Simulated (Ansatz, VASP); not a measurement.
# One calculation of C, two programs

```
CELL_PARAMETERS angstrom
2.11304 -1.22004 0.00000
2.11304 1.22004 0.00000
-1.36981 0.00000 3.47932
ATOMIC_POSITIONS crystal
C 0.16664 0.16664 0.99991
C 0.83336 0.83336 0.00009
```

Alike in both runs: task single point; functional HSE06; k mesh 8 × 8 × 4; occupations fermi-dirac, width 0.05 eV; no spin polarisation.

|  | VASP | Ansatz |
| --- | --- | --- |
| version | VASP 6.6.1 | Ansatz 0.2.0 |
| potentials or method | VASP PAW PBE potentials, release 64 (C) | Ansatz PAW |
| plane-wave cutoff (eV) | 520 | 420 |
| valence electrons in the cell | 8 | 8 |

|  | VASP | Ansatz | Ansatz less VASP |
| --- | --- | --- | --- |
| gap on the k mesh at the Fermi level (eV) | 2.09 | 2.09 | 0.000 |
| least direct gap on the mesh (eV) | 2.09 | 2.09 | 0.000 |
| pressure (GPa) | 4.5 | 3.9 | -0.60 |
| traceless stress, the component that is largest in VASP (GPa) | -2.81 | -2.09 | +0.718 |
| rms of the force components (eV/Å) | 0.004 | 0.004 | +0.0001 |

Atom by atom the forces differ by 0.000 eV/Å (rms over components).

The k mesh is coarse, so the values compare programs but aren't converged.
